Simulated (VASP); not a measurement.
Here is a VASP 6.6.1 calculation.

POSCAR

```
BN
1.0
    2.5178942316      0.0000000000      0.0000000000
   -1.2589471158      2.1805603686      0.0000000000
    0.0000000000      0.0000000000      4.1647815285
B N
2 2
Direct
    0.3333333333      0.6666666667     -0.0001892126
    0.6666666667      0.3333333333      0.4998107874
    0.3333333333      0.6666666667      0.3741892126
    0.6666666667      0.3333333333      0.8741892126
```

INCAR.step1

```
PREC     = Accurate       # precision mode
ENCUT    = 520            # plane-wave cutoff, eV
ISMEAR   = 0              # smearing method
SIGMA    = 0.02           # smearing width, eV
LREAL    = F              # projectors in reciprocal space
LASPH    = T              # aspherical terms in the spheres
NELM     = 100            # most SCF steps
NBANDS   = 16             # bands
GGA      = PE             # functional
ALGO     = Normal         # electronic algorithm
EDIFF    = 1E-4           # SCF threshold, eV
LWAVE    = T              # write WAVECAR
LCHARG   = F              # write CHGCAR
```

Contents of INCAR.step2:

```
PREC     = Accurate       # precision mode
ENCUT    = 520            # plane-wave cutoff, eV
EDIFF    = 1E-7           # SCF threshold, eV
ISMEAR   = 0              # smearing method
SIGMA    = 0.02           # smearing width, eV
LREAL    = F              # projectors in reciprocal space
LASPH    = T              # aspherical terms in the spheres
NELM     = 100            # most SCF steps
ALGO     = Normal         # electronic algorithm
ISIF     = 2              # what is computed and relaxed
LWAVE    = F              # write WAVECAR
LCHARG   = F              # write CHGCAR
METAGGA  = R2SCAN         # meta-GGA
LMIXTAU  = T            
NBANDS   = 16             # bands
ISTART   = 1
```

File KPOINTS:

```
Automatic mesh
0
Gamma
  9 9 6
```

Potentials or basis: VASP PAW PBE potentials, release 64 (B, N).

Command:

```sh
$ cat potpaw_PBE.64/B/POTCAR potpaw_PBE.64/N/POTCAR > POTCAR
$ cp INCAR.step1 INCAR
$ mpirun -np 1 vasp_std > vasp.out
$ cp INCAR.step2 INCAR
$ mpirun -np 1 vasp_std > vasp.out
```

Question: Estimate the pressure.

Answer: 14.0 GPa.

Question: Predict the band gap on the k mesh.

Answer: 5.66 eV, indirect (least direct gap 9.12 eV).

Question: Estimate the largest force.

Answer: 0.004 eV/Å.

Forces on the atoms (eV/Å):
```
B    0.000  0.000  0.004
B    0.000  0.000  0.004
N    0.000  0.000 -0.004
N    0.000  0.000 -0.004
```

Caveat: the cell differs from its parent crystal (strained cell); the PAW data sets were made with another functional, which shifts forces and pressure a little. A k mesh can miss the band edges.
